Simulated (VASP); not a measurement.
Zr2AlN3:

```xyz
6
Lattice="3.3577 0.0000 0.0000 -1.6788 2.9078 0.0000 0.0000 0.0000 8.2246" Properties=species:S:1:pos:R:3 pbc="T T T"
Zr    0.0000    1.9385    1.3708
Zr    1.6788    0.9693    6.8538
Al    0.0000    0.0000    4.1123
N     0.0000    1.9385    5.4830
N     1.6788    0.9693    2.7415
N     0.0000    0.0000    0.0000
```

- Program: VASP 6.6.1
- Task: relaxation of cell and atoms
- Functional: PBE
- Potentials or basis: VASP PAW PBE potentials, release 64 (Zr_sv, Al, N)
- Cutoff: 600 eV
- k mesh: 6 × 6 × 2
- Occupations: gaussian, width 0.1 eV
- Spin: no spin polarisation

At the start: pressure -27.7 GPa; volume 13.38 Å³/atom.

How do energy, volume and symmetry change on relaxing?

Over 10 steps the energy falls by 306.4 meV/atom and the volume is 11.03 Å³/atom (-17.6 %); space group P-3m1 (No. 164, to 0.1 Å) before and after.

The path:
```tsv
step	energy change (eV)	largest force (eV/Å)	pressure (GPa)	volume (Å³)
1	0.0000	1.4358	-27.65	80.30
2	0.2500	2.8511	62.61	56.33
3	-1.4796	2.3902	0.72	67.23
4	-1.4820	2.4128	2.13	66.83
5	-1.7594	1.3624	2.59	66.00
6	-1.7594	1.3822	2.61	65.99
7	-1.8207	0.1730	-4.25	67.33
8	-1.8301	0.2244	-2.55	66.96
9	-1.8342	0.2073	1.77	65.68
10	-1.8384	0.0231	-0.06	66.20
```

Final structure:
```yaml
crystal:
  lattice:
    - [3.13799, 0.00000, 0.00000]
    - [-1.56900, 2.71758, 0.00000]
    - [0.00000, 0.00000, 7.76345]
  atoms:
    - { symbol: Zr, position: [0.33333, 0.66667, 0.16808] }
    - { symbol: Zr, position: [0.66667, 0.33333, 0.83192] }
    - { symbol: Al, position: [0.00000, 0.00000, 0.50000] }
    - { symbol: N, position: [0.33333, 0.66667, 0.64391] }
    - { symbol: N, position: [0.66667, 0.33333, 0.35609] }
    - { symbol: N, position: [0.00000, 0.00000, 0.00000] }
```

Caveat: the k points lie up to 0.40 Å⁻¹ apart in the final cell, too coarse for converged energies and pressures of a metal; the volume moved by over 15 % at a fixed basis, so the end points are rough.
